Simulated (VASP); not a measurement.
Wanted: the native input for a VASP 6.6.1 run.

```
Task                   : single point
Functional             : PBE
Potentials or basis    : VASP PAW PBE potentials, release 64 (Ga_d, Te, Pd)
Cutoff                 : 520 eV
k mesh                 : 3 × 3 × 4
Occupations            : gaussian, width 0.1 eV
Spin                   : collinear spin
Starting moments       : [0.0, 0.0, 0.0, 0.0, 0.0, 1.0] μB
Dipole correction      : no
Further INCAR settings : ALGO = Normal; EDIFF = 1e-06; NBANDS = 40
```

The structure of Ga2Te3Pd lies in POSCAR:

```
Ga2Te3Pd
1.0
    7.0235025210      0.0000000000      0.0000000000
   -3.5117512605      6.0825316068      0.0000000000
    0.0000000000      0.0000000000      4.0823694770
Ga Te Pd
2 3 1
Direct
    0.0000000000      0.0000000000      0.0000000000
    0.6666666667      0.3333333333      0.5000000000
    0.4915025133      0.5084974867      0.0000000000
    0.4915025133      0.9830050267      0.0000000000
    0.0169949733      0.5084974867      0.0000000000
    0.3333333333      0.6666666667      0.5000000000
```

The cell was built from a structure type or drawn by symmetry, and may not be a known phase.

The input as run:

INCAR

```
PREC     = Accurate       # precision mode
ENCUT    = 520            # plane-wave cutoff, eV
EDIFF    = 1E-6           # SCF threshold, eV
ISMEAR   = 0              # smearing method
SIGMA    = 0.1            # smearing width, eV
LREAL    = False          # projectors in reciprocal space
LASPH    = True           # aspherical terms in the spheres
NELM     = 150            # most SCF steps
ALGO     = Normal         # electronic algorithm
ISIF     = 2              # what is computed and relaxed
LWAVE    = False          # write WAVECAR
LCHARG   = True           # write CHGCAR
ISPIN    = 2              # spin polarisation
MAGMOM   = 0 0 0 0 0 1    # initial moments
LORBIT   = 11             # projections on sites
LMAXMIX  = 4              # l up to which the mixer works
GGA      = PE             # functional
LELF     = True           # ELF
LVHAR    = True         
NBANDS   = 40             # bands
```

KPOINTS

```
Automatic mesh
0
Gamma
  3 3 4
```

Potentials or basis: VASP PAW PBE potentials, release 64 (Ga_d, Te, Pd).

Command:

```bash
$ cat potpaw_PBE.64/Ga_d/POTCAR potpaw_PBE.64/Te/POTCAR potpaw_PBE.64/Pd/POTCAR > POTCAR
$ mpirun -np 1 vasp_std > vasp.out
```

Results of the run:

```
Pressure                                              : -0.1 GPa
Largest force                                         : 0.011 eV/Å
Band gap on the k mesh                                : zero (filled and empty bands overlap)
Net moment                                            : 0.00 μB per cell
Valence electrons inside the program's atomic spheres : Ga 11.35, 11.49; Te 3.31; Pd 9.40
```

Caveat: the k points lie up to 0.38 Å⁻¹ apart, too coarse for converged energies and pressures of a metal; spin-orbit coupling is left out, which moves the levels of the heavy elements.

It took 2.4 min on 1 thread of Intel(R) Xeon(R) Platinum 8259CL CPU @ 2.50GHz (Skylake/Cascade Lake) (shared host), peak memory 0.4 GiB.
